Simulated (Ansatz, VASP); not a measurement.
**Pd in VASP and in Ansatz**

```
Pd
1.0
    -1.69806    1.69806    1.44650
     1.69806   -1.69806    1.44650
     1.69806    1.69806   -1.44650
Pd
1
Direct
  0.00000 0.00000 0.00000
```

Change from the starting cell: strain +0.080 along x and y, -0.080 along z, atoms carried along.

Alike in both runs: task single point; functional LDA; k mesh 22 × 22 × 22; occupations gaussian, width 0.15 eV; no spin polarisation.

|  | VASP | Ansatz |
| --- | --- | --- |
| version | VASP 6.6.1 | Ansatz 0.2.0 |
| potentials or method | VASP PAW LDA potentials, release 64 (Pd), cutoff 520 eV | scalar-relativistic, plane waves, PAW |
| valence electrons in the cell | 10 | 18 |

```tsv
	VASP	Ansatz	Ansatz less VASP
gap on the k mesh at the Fermi level (eV)	none	none	-
pressure (GPa)	-22.3	-22.5	-0.22
traceless stress, the component that is largest in VASP (GPa)	-0.58	-0.66	-0.079
```

LDA's correlation is that of Perdew and Zunger in VASP and of Perdew and Wang (1992) in Ansatz. A gap of «none» marks a metal or a gap that the smearing closes. VASP's potentials hold 10 valence electrons a cell and Ansatz's 18, so a difference there can come from the potentials and not from the codes.
